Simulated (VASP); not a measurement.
The system is Bi2Te2O.

```xyz
5
Lattice="-3.1008 3.1008 4.1030 3.1008 -3.1008 4.1030 3.1008 3.1008 -4.1030" Properties=species:S:1:pos:R:3 pbc="T T T"
Bi    0.0000    0.0000    6.4720
Bi    0.0000    0.0000    1.7340
Te    0.0000    0.0000    4.1030
Te    3.1008    0.0000    2.0515
O     0.0000    0.0000    0.0000
```

The cell was built from a structure type or drawn by symmetry, and may not be a known phase.

* Program: VASP 6.6.1
* Task: relaxation of cell and atoms
* Functional: PBE
* Potentials or basis: VASP PAW PBE potentials, release 64 (Bi_d, Te, O)
* Cutoff: 600 eV
* k mesh: 4 × 4 × 4
* Occupations: gaussian, width 0.1 eV
* Spin: no spin polarisation

At the start: pressure 33.4 GPa; volume 31.56 Å³/atom.

Task: Where does the relaxation end?

Result: Over 14 steps the energy falls by 1725.8 meV/atom and the volume is 39.78 Å³/atom (+26.0 %); space group I-4m2 (No. 119, to 0.1 Å) before and after.

Step by step:
```csv
step,energy change (eV),largest force (eV/Å),pressure (GPa),volume (Å³)
1,0.0000,5.6181,33.36,157.80
2,1.0565,0.1653,-7.63,315.61
3,-7.0512,2.1099,-3.37,216.53
4,-7.4775,2.5467,-2.07,208.78
5,-7.7542,3.4018,1.85,194.11
6,-7.7687,3.1925,0.61,197.81
7,-7.7713,3.2384,0.86,197.00
8,-8.3662,1.6833,-1.28,203.86
9,-8.5159,0.5328,-2.27,211.10
10,-8.2584,2.7844,3.18,196.18
11,-8.6059,0.2655,-0.74,205.59
12,-8.6060,0.2897,-0.71,205.46
13,-8.6259,0.0961,-0.29,201.25
14,-8.6291,0.0141,-0.04,198.90
```

Final structure:
```
CELL_PARAMETERS angstrom
-3.09960 3.09960 5.17573
3.09960 -3.09960 5.17573
3.09960 3.09960 -5.17573
ATOMIC_POSITIONS crystal
Bi 0.79601 0.79601 0.00000
Bi 0.20399 0.20399 0.00000
Te 0.50000 0.50000 0.00000
Te 0.25000 0.75000 0.50000
O 0.00000 0.00000 0.00000
```

Caveat: the volume moved by over 15 % at a fixed basis, so the end points are rough.
